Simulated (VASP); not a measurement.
# Mg (P2_1/m) in VASP: single point with PBEsol

Aim: the single point of Mg with PBEsol.

Everything below comes from runs of VASP 6.6.1. Logs are shortened: lines on timing, memory, paths and dates and some standing lists are left out, and cuts for length are marked.

## (1) The cell of the first run

The structure is monoclinic, space group P2_1/m (No. 11). Conventional cell: a = 3.209 Å, b = 5.210 Å, c = 3.209 Å, α = 90.00°, β = 120.00°, γ = 90.00°. Within 4.1 Å of Mg (site symmetry m) lie 12 Mg at 3.10 to 3.30 Å.

## (2) Single point, PBEsol (atom 1 (Mg) moved by (-0.200, +0.000) A along x and z)

Contents of INCAR:

```
PREC = Accurate ; ENCUT = 520
EDIFF = 1E-6 ; ISMEAR = 0
SIGMA = 0.15 ; LREAL = False
LASPH = True ; NELM = 100
ALGO = Fast ; ISIF = 2
LWAVE = False ; LCHARG = False
GGA = PS ; NBANDS = 9
```

Contents of KPOINTS:

```
Automatic mesh
0
Gamma
  18 18 10
```

Contents of POSCAR:

```
Mg
1.0
    3.2092715325      0.0000000000      0.0000000000
   -1.6046357662      2.7793106748      0.0000000000
    0.0000000000      0.0000000000      5.2103300000
Mg
2
Direct
    0.2710138948      0.6666666667      0.2500000000
    0.6666666667      0.3333333333      0.7500000000
```

Potentials or basis: VASP PAW PBE potentials, release 64 (Mg).

Started as:

```console
$ cat potpaw_PBE.64/Mg/POTCAR > POTCAR
$ mpirun -np 1 vasp_std > vasp.out
```

OUTCAR:

```text
PREC = Accurate
   ENCUT = 520
   EDIFF = 1E-6
   ISMEAR = 0
   LREAL = False
   LASPH = True
   NELM = 100
   ISIF = 2
   GGA = PS

 ion  position               nearest neighbor table
   1  0.271  0.667  0.250-   2 3.10   2 3.10   2 3.20   2 3.20   2 3.30   2 3.30
   2  0.667  0.333  0.750-   1 3.10   1 3.10   1 3.20   1 3.20   1 3.30   1 3.30

  LATTYP: Found a hexagonal cell.
 ALAT       =     3.2092715325
 C/A-ratio  =     1.6235242008

  Lattice vectors:

 A1 = (   3.2092715325,   0.0000000000,   0.0000000000)
 A2 = (  -1.6046357662,   2.7793106748,   0.0000000000)
 A3 = (   0.0000000000,   0.0000000000,   5.2103300000)

Analysis of symmetry for initial positions (statically):
=====================================================================
 Subroutine PRICEL returns:
 Original cell was already a primitive cell.

 Routine SETGRP: Setting up the symmetry group for a
 hexagonal supercell.

 Subroutine GETGRP returns: Found  4 space group operations
 (whereof  1 operations were pure point group operations)
 out of a pool of 24 trial point group operations.

The static configuration has the point symmetry C_1 .
 The point group associated with its full space group is C_2h.

Analysis of symmetry for dynamics (positions and initial velocities):
=====================================================================
 Subroutine PRICEL returns:
 Original cell was already a primitive cell.

 Routine SETGRP: Setting up the symmetry group for a
 hexagonal supercell.

 Subroutine GETGRP returns: Found  4 space group operations
 (whereof  1 operations were pure point group operations)
 out of a pool of 24 trial point group operations.

The dynamic configuration has the point symmetry C_1 .
 The point group associated with its full space group is C_2h.

 Subroutine INISYM returns: Found  4 space group operations
 (whereof  1 operations are pure point group operations),
 and found     1 'primitive' translations

----------------------------------------------------------------------------------------

                                     Primitive cell

  volume of cell :      46.4739

  direct lattice vectors                    reciprocal lattice vectors
     3.209271532  0.000000000  0.000000000     0.311597193  0.179900723  0.000000000
    -1.604635766  2.779310675  0.000000000     0.000000000  0.359801446  0.000000000
     0.000000000  0.000000000  5.210330000     0.000000000  0.000000000  0.191926423

  length of vectors
     3.209271532  3.209271532  5.210330000     0.359801446  0.359801446  0.191926423

  position of ions in fractional coordinates (direct lattice)
     0.271013895  0.666666667  0.250000000
     0.666666667  0.333333333  0.750000000

  ion indices of the primitive-cell ions
   primitive index   ion index
                 1           1
                 2           2

----------------------------------------------------------------------------------------

 KPOINTS: Automatic mesh

Automatic generation of k-mesh.
 Grid dimensions read from file:
 generate k-points for:   18   18   10

 Generating k-lattice:

  Cartesian coordinates                     Fractional coordinates (reciprocal lattice)
     0.017310955  0.009994485  0.000000000     0.055555556  0.000000000  0.000000000
     0.000000000  0.019988969  0.000000000     0.000000000  0.055555556  0.000000000
     0.000000000  0.000000000  0.019192642     0.000000000  0.000000000  0.100000000

  Length of vectors
     0.019988969  0.019988969  0.019192642

  Shift w.r.t. Gamma in fractional coordinates (k-lattice)
     0.000000000  0.000000000  0.000000000

 Subroutine IBZKPT returns following result:
 ===========================================

 Found    984 irreducible k-points:

 Following reciprocal coordinates:
            Coordinates               Weight
  0.000000  0.000000  0.000000      1.000000
  0.055556  0.000000  0.000000      2.000000
  0.000000  0.055556  0.000000      2.000000
 -0.055556  0.055556  0.000000      2.000000
  0.111111  0.000000  0.000000      2.000000
  0.000000  0.111111  0.000000      2.000000
[... 16 lines left out ...]
  0.444444  0.000000  0.000000      2.000000
  0.000000  0.444444  0.000000      2.000000
 [... further k-points ...]
   k-points           NKPTS =    984   k-points in BZ     NKDIM =    984   number of bands    NBANDS=      9
   number of dos      NEDOS =    301   number of ions     NIONS =      2
   total plane-waves  NPLWV =  23040
   dimension x,y,z NGX =    24 NGY =   24 NGZ =   40
   dimension x,y,z NGXF=    48 NGYF=   48 NGZF=   80
   ions per type =               2
   NGX,Y,Z   is equivalent  to a cutoff of  12.43, 12.43, 12.76 a.u.
   NGXF,Y,Z  is equivalent  to a cutoff of  24.86, 24.86, 25.53 a.u.
 SYSTEM =  unknown system
   PREC   = accura    normal or accurate (medium, high low for compatibility)
   ISTART =      0    job   : 0-new  1-cont  2-samecut
   ICHARG =      2    charge: 1-file 2-atom 10-const
   ISPIN  =      1    spin polarized calculation?
   LNONCOLLINEAR =      F non collinear calculations
   LSORBIT =      F    spin-orbit coupling
   LASPH  =      T    aspherical Exc in radial PAW
   ENCUT  =  520.0 eV  38.22 Ry    6.18 a.u.   5.97  5.97  9.69*2*pi/ulx,y,z
   NELM   =    100;   NELMIN=  2; NELMDL= -5     # of ELM steps
   EDIFF  = 0.1E-05   stopping-criterion for ELM
   LREAL  =      F    real-space projection
[... 7 lines left out ...]
   TEBEG  =    0.0;   TEEND  =   0.0 temperature during run
   PSTRESS=    0.0 pullay stress
   NELECT =       4.0000    total number of electrons
   NUPDOWN=      -1.0000    fix difference up-down
   EMIN   =  10.00;   EMAX   =-10.00  energy-range for DOS
   EFERMI =   0.00;   METHOD = LEGACY
   ISMEAR =     0;   SIGMA  =   0.15  broadening in eV -4-tet -1-fermi 0-gaus
   EFERMI_NEDOS =   21; number of points for ismear=-14 and -15
   IALGO  =     68    algorithm
   IMIX   =      4    mixing-type and parameters
     AMIX     =   0.40;   BMIX     =  1.00
     AMIX_MAG =   1.60;   BMIX_MAG =  1.00
  volume/ion in A,a.u.               =      23.24       156.81
  Fermi-wavevector in a.u.,A,eV,Ry     =   0.722812  1.365916  7.108458  0.522457
  Thomas-Fermi vector in A             =   1.812869
   LORBIT       =      0    0 simple, 1 ext, 2 COOP (PROOUT), +10 PAW based schemes
   GGA     = PS    functional components
   LHFCALC =     F    Hartree Fock is set to
   AEXX    =    0.0000 exact exchange contribution
   IVDW    =     0    specifies the selected vdW correction
   LEPSILON=     F    determine dielectric tensor
   LRPA    =     F    only Hartree local field effects (RPA)
 non-spin polarized calculation
 RMM-DIIS sequential band-by-band and
 Gauss-broadening in eV      SIGMA  =   0.15
  energy-cutoff  :      520.00
  volume of cell :       46.47
 maximum number of plane-waves:      1276
   NGX = 11   NGY = 11   NGZ = 19

 number of electron       4.0000000 magnetization

 Free energy of the ion-electron system (eV)
  ---------------------------------------------------
  ext. energy  EPLUGINS =         0.00000000
  ---------------------------------------------------
  free energy    TOTEN  =        -3.43321172 eV

  energy without entropy =       -3.42308116  energy(sigma->0) =       -3.42814644

 E-fermi :   2.5220     XC(G=0):  -8.4954

 val. band max:        2.5212871258   @ k =  -0.2222   0.5000   0.2000
 cond. band min:       2.5229291913   @ k =   0.1111   0.3889  -0.3000
 fundamental gap:      0.0016420656
 Fermi energy:         2.5220235219

 k-point     1 :       0.0000    0.0000    0.0000
  band No.  band energies     occupation
      1      -4.3476      2.00000
      2       0.8618      2.00000
      3       1.2920      2.00000
      4      13.3803      0.00000
      5      13.4005      0.00000
      6      13.4253      0.00000
      7      13.4858      0.00000
      8      14.3558      0.00000
      9      15.7172      0.00000

 k-point     2 :       0.0556    0.0000    0.0000
  band No.  band energies     occupation
      1      -4.2873      2.00000
      2       0.9168      2.00000
      3       1.3506      2.00000
      4      12.0153      0.00000
      5      12.5736      0.00000
      6      13.2344      0.00000
      7      14.3727      0.00000
      8      15.0576      0.00000
      9      16.3571      0.00000

 k-point     3 :       0.0000    0.0556    0.0000
  band No.  band energies     occupation
      1      -4.2873      2.00000
      2       0.9169      2.00000
      3       1.3507      2.00000
      4      11.9668      0.00000
      5      12.5809      0.00000
      6      13.3098      0.00000
      7      14.3738      0.00000
      8      14.9816      0.00000
      9      16.4186      0.00000

 k-point     4 :      -0.0556    0.0556    0.0000
  band No.  band energies     occupation
      1      -4.2873      2.00000
      2       0.9169      2.00000
      3       1.3509      2.00000
      4      11.9160      0.00000
      5      12.5754      0.00000
      6      13.4158      0.00000
      7      14.3831      0.00000
      8      14.8969      0.00000
      9      16.3791      0.00000
[... 205 lines left out ...]
 k-point    22 :      -0.3889    0.3889    0.0000
  band No.  band energies     occupation
      1      -1.4376      2.00000
      2       2.6021      0.45007
      3       3.5639      0.00000
      4       4.2935      0.00000
      5       7.6097      0.00000
      6       7.9608      0.00000
      7       9.5377      0.00000
      8      11.1955      0.00000
      9      13.8903      0.00000

 k-point    23 :       0.4444    0.0000    0.0000
  band No.  band energies     occupation
      1      -0.5677      2.00000
      2       1.4667      2.00000
      3       4.3963      0.00000
      4       5.1263      0.00000
      5       6.4025      0.00000
      6       6.9984      0.00000
      7       9.3982      0.00000
      8      10.6216      0.00000
      9      13.7719      0.00000

 k-point    24 :       0.0000    0.4444    0.0000
  band No.  band energies     occupation
      1      -0.5663      2.00000
      2       1.4749      2.00000
      3       4.3893      0.00000
      4       5.0760      0.00000
      5       6.4257      0.00000
      6       6.9823      0.00000
      7       9.4073      0.00000
      8      10.7297      0.00000
      9      13.7929      0.00000

 [... further k-points ...]
[... 5 lines left out ...]
  --------------------------------------------------------------------------------------
  -------------------------------------------------------------------------------------
  Total       -0.3364554     -0.3223318     -0.2778989      0.1430698      0.0000000      0.0000000
  in kB      -11.5992324    -11.1123247     -9.5805082      4.9323042      0.0000000      0.0000000
  external PRESSURE =     -10.7640218 kB  Pullay stress =       0.0000000 kB

 VOLUME and BASIS-vectors are now :
 -----------------------------------------------------------------------------
  energy-cutoff  :      520.00
  volume of cell :       46.47
      direct lattice vectors                 reciprocal lattice vectors
     3.209271532  0.000000000  0.000000000     0.311597193  0.179900723  0.000000000
    -1.604635766  2.779310675  0.000000000     0.000000000  0.359801446  0.000000000
     0.000000000  0.000000000  5.210330000     0.000000000  0.000000000  0.191926423

 POSITION                                       TOTAL-FORCE (eV/Angst)
 -----------------------------------------------------------------------------------
     -0.20000      1.85287      1.30258         0.131734      0.027728      0.000000
      1.60464      0.92644      3.90775        -0.131734     -0.027728     -0.000000
 -----------------------------------------------------------------------------------
    total drift:                                0.000000      0.000000     -0.000000

  FREE ENERGIE OF THE ION-ELECTRON SYSTEM (eV)
  ---------------------------------------------------
  free  energy   TOTEN  =        -3.4332117169 eV

  energy  without entropy=       -3.4230811643  energy(sigma->0) =       -3.42814644
```

Wall time 64 s (1 thread of Intel Xeon 6975P-C (Granite Rapids), shared host); peak memory 0.48 GiB.

What came out:

- Free energy: -3.4332 eV
- Pressure: -1.1 GPa
- Largest force: 0.135 eV/Å
- Band gap on the k mesh: zero (bands 2 and 3 overlap by 2.22 eV)

Forces on the atoms (eV/Å):
```
Mg   0.132  0.028  0.000
Mg  -0.132 -0.028  0.000
```

Stress tensor (GPa, compression positive):
```
-1.16  0.49  0.00
 0.49 -1.11  0.00
 0.00  0.00 -0.96
```

Levels at points of the mesh, in eV from the Fermi level:
```csv
k point,band 1,band 2,band 3,band 4,band 5
"(0.00, 0.00, 0.00)",-6.87,-1.66,-1.23,10.86,10.88
"(0.50, 0.00, 0.00)",-2.12,-2.11,2.73,2.92,3.38
"(0.00, 0.50, 0.00)",-2.12,-2.11,2.64,3.02,3.25
"(0.50, 0.50, 0.00)",-2.11,-2.11,2.57,3.11,3.13
"(0.00, 0.00, 0.50)",-5.49,-5.49,5.00,5.00,11.58
"(0.50, 0.00, 0.50)",-1.11,-1.11,-0.40,-0.40,7.90
"(0.00, 0.50, 0.50)",-1.08,-1.08,-0.44,-0.44,7.88
"(0.50, 0.50, 0.50)",-1.04,-1.04,-0.49,-0.49,7.94
```

Caveat: the cell differs from its parent crystal (atom 1 (Mg) moved by (-0.200, +0.000) A along x and z); the PAW data sets were made with another functional, which shifts forces and pressure a little.
